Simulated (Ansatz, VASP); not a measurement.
# One calculation of CuO, two programs

POSCAR

```
CuO
1.0
    2.3601779360     -1.7247473506      0.0000000000
    2.3601779360      1.7247473506      0.0000000000
   -0.8662535568      0.0000000000      5.0929435705
Cu O
2 2
Direct
    0.4968000000      0.0032000000      0.5000000000
    0.0032000000      0.4968000000      0.0000000000
    0.4056000000      0.5714000000      0.7537000000
    0.5714000000      0.4056000000      0.2537000000
```

The input INCAR.step1:

```
PREC     = Accurate       # precision mode
ENCUT    = 770            # plane-wave cutoff, eV
ISMEAR   = -1             # smearing method
SIGMA    = 0.05           # smearing width, eV
LREAL    = False          # projectors in reciprocal space
LASPH    = True           # aspherical terms in the spheres
NELM     = 120            # most SCF steps
NBANDS   = 33             # bands
GGA      = PE             # functional
ALGO     = Normal         # electronic algorithm
EDIFF    = 1E-5           # SCF threshold, eV
LWAVE    = True           # write WAVECAR
LCHARG   = False          # write CHGCAR
GGA_COMPAT= False
```

Contents of INCAR.step2:

```
PREC     = Accurate       # precision mode
ENCUT    = 770            # plane-wave cutoff, eV
EDIFF    = 1E-6           # SCF threshold, eV
ISMEAR   = -1             # smearing method
SIGMA    = 0.05           # smearing width, eV
LREAL    = False          # projectors in reciprocal space
LASPH    = True           # aspherical terms in the spheres
NELM     = 120            # most SCF steps
ALGO     = Normal         # electronic algorithm
ISIF     = 2              # what is computed and relaxed
LWAVE    = False          # write WAVECAR
LCHARG   = True           # write CHGCAR
METAGGA  = R2SCAN         # meta-GGA
LMIXTAU  = True         
LELF     = True           # ELF
LVHAR    = True         
NBANDS   = 33             # bands
ISTART   = 1            
GGA_COMPAT= False
```

File KPOINTS:

```
regular mesh
0
Gamma
  10 10 5
```

Contents of input.yaml:

```yaml
crystal:
  lattice:
    - [2.360177936, -1.7247473506, 0.0]
    - [2.360177936, 1.7247473506, 0.0]
    - [-0.8662535568, 0.0, 5.0929435705]
  atoms:
    - { symbol: Cu, position: [0.4968, 0.0032, 0.5] }
    - { symbol: Cu, position: [0.0032, 0.4968, 0.0] }
    - { symbol: O, position: [0.4056, 0.5714, 0.7537] }
    - { symbol: O, position: [0.5714, 0.4056, 0.2537] }
hamiltonian:
  xc: r2scan
  pseudopotentials: { kind: paw }
kpoints:
  mp_grid: { grid: [10, 10, 5] }
scf:
  occupations: { method: fermi_dirac, width: 0.05 }
output:
  forces: true
  stress: true
  eigenvalues: true
```

Alike in both runs: task single point; functional r2SCAN; k mesh 10 × 10 × 5; occupations fermi-dirac, width 0.05 eV; no spin polarisation.

```csv
,VASP,Ansatz
version,VASP 6.6.1,Ansatz 0.2.0
potentials or method,"VASP PAW PBE potentials, release 64 (Cu_sv_GW, O)",Ansatz PAW
plane-wave cutoff (eV),770,500
valence electrons in the cell,50,50
```

Ansatz gave:

- gap on the k mesh at the Fermi level (eV): none
- pressure (GPa): -4.7
- traceless stress, the component that is largest in VASP (GPa): 2.34
- rms of the force components (eV/Å): 0.404

Q: Which values does VASP return?

A: gap on the k mesh at the Fermi level (eV): none; pressure (GPa): -6.7; traceless stress, the component that is largest in VASP (GPa): 2.41; rms of the force components (eV/Å): 0.410.

VASP's potentials were made for PBE, not for r2SCAN. Atom by atom the forces differ by 0.010 eV/Å (rms over components). A gap of «none» marks a metal or a gap that the smearing closes.
